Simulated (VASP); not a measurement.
Co:

```xyz
4
Lattice="2.5031 0.0000 0.0000 -1.2515 2.1677 0.0000 0.0000 0.0000 8.1947" Properties=species:S:1:pos:R:3 pbc="T T T"
Co    1.2515    0.7226    6.1460
Co    0.0000    0.0000    4.0973
Co    0.0000    1.4451    2.0487
Co    0.0000    0.0000    0.0000
```

Base run:

```yaml
Program: VASP 6.6.1
Functional: BLYP
Potentials_or_basis: VASP PAW PBE potentials, release 64 (Co)
Cutoff: 520 eV
k_mesh: 12 × 12 × 4
Occupations: fermi-dirac, width 0.05 eV
Spin: collinear spin, ferromagnetic start
Starting_moments: "[2.0, 2.0, 2.0, 2.0] μB"
```

Its results: pressure 4.7 GPa; net moment 6.56 μB per cell; site moments Co +1.67, +1.65 μB.

Task: The run is repeated on the same cell with these changes: functional from BLYP to RPBE. What comes out?

Result: Pressure 1.5 GPa; net moment 6.74 μB per cell; site moments Co +1.72, +1.70 μB.

Caveats: the PAW data sets were made with another functional, which shifts forces and pressure a little.
